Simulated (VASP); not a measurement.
Here is a VASP 6.6.1 calculation.

INCAR

```
SYSTEM = C
PREC = Accurate
ENCUT = 520
EDIFF = 1E-6
ISMEAR = 0
SIGMA = 0.1
LREAL = .FALSE.
LASPH = .TRUE.
NELM = 150
ALGO = Normal
ISIF = 2
LWAVE = .FALSE.
LCHARG = .FALSE.
ISPIN = 2
MAGMOM = 1 1 1 1
LORBIT = 11
GGA = PE
NBANDS = 20
```

Contents of KPOINTS:

```
regular mesh
0
G
  12 12 4
  0 0 0
```

File POSCAR:

```
C
1.0
    2.4672912616      0.0000000000      0.0000000000
   -1.2336456308      2.1367369111      0.0000000000
    0.0000000000      0.0000000000      7.8030730000
C
4
Direct
    0.0000000000      0.0000000000      0.2500000000
    0.0000000000      0.0000000000      0.7500000000
    0.3333333300      0.6666666700      0.2500000000
    0.6666666700      0.3333333300      0.7500000000
```

Potentials or basis: VASP PAW PBE potentials, release 64 (C).

The run is started by

```sh
$ cat potpaw_PBE.64/C/POTCAR > POTCAR
$ mpirun -np 1 vasp_std > vasp.out
```

**Question.** Estimate the net moment.

**Answer.** 0.00 μB per cell.

**Question.** Predict the pressure.

**Answer.** 0.3 GPa.

**Question.** What does it give for the band gap on the k mesh?

**Answer.** Zero (filled and empty bands overlap).

Caveat: this functional lacks dispersion, which binds the layers, so the pressure and a relaxed spacing across them are unreliable.
